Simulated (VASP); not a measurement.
Write the native input for VASP 6.6.1 that does the following.

```
Task                   : single point
Functional             : PBE
Potentials or basis    : VASP PAW PBE potentials, release 64 (Hf_pv, N)
Cutoff                 : 520 eV
k mesh                 : 10 × 10 × 10
Occupations            : fermi-dirac, width 0.03 eV
Spin                   : no spin polarisation
Dipole correction      : no
Further INCAR settings : ALGO = Normal; EDIFF = 1e-07; NBANDS = 14
```

The structure of HfN lies in POSCAR:

```
HfN
1.0
    0.0000000000      2.2364100000      2.2590000000
    2.2364100000      0.0000000000      2.2590000000
    2.2364100000      2.2364100000      0.0000000000
Hf N
1 1
Direct
    0.0000000000      0.0000000000      0.0000000000
    0.5000000000      0.5000000000      0.5000000000
```

This cell differs from its parent crystal: equal xx and yy strain of -1 %.

One way to write it, as run:

INCAR

```
SYSTEM = HfN
PREC = Accurate
ENCUT = 520
EDIFF = 1E-7
ISMEAR = -1
SIGMA = 0.03
LREAL = .FALSE.
LASPH = .TRUE.
NELM = 100
ALGO = Normal
ISIF = 2
LWAVE = .FALSE.
LCHARG = .FALSE.
GGA = PE
NBANDS = 14
```

KPOINTS

```
regular mesh
0
G
  10 10 10
  0 0 0
```

Potentials or basis: VASP PAW PBE potentials, release 64 (Hf_pv, N).

Command:

```bash
$ cat potpaw_PBE.64/Hf_pv/POTCAR potpaw_PBE.64/N/POTCAR > POTCAR
$ mpirun -np 1 vasp_std > vasp.out
```

Results of the run:

The pressure is 9.1 GPa.

Caveat: the cell differs from its parent crystal (equal xx and yy strain of -1 %).

It took 35 s on 1 thread of Intel Xeon 8259CL, with other jobs on the host, peak memory 0.16 GiB.
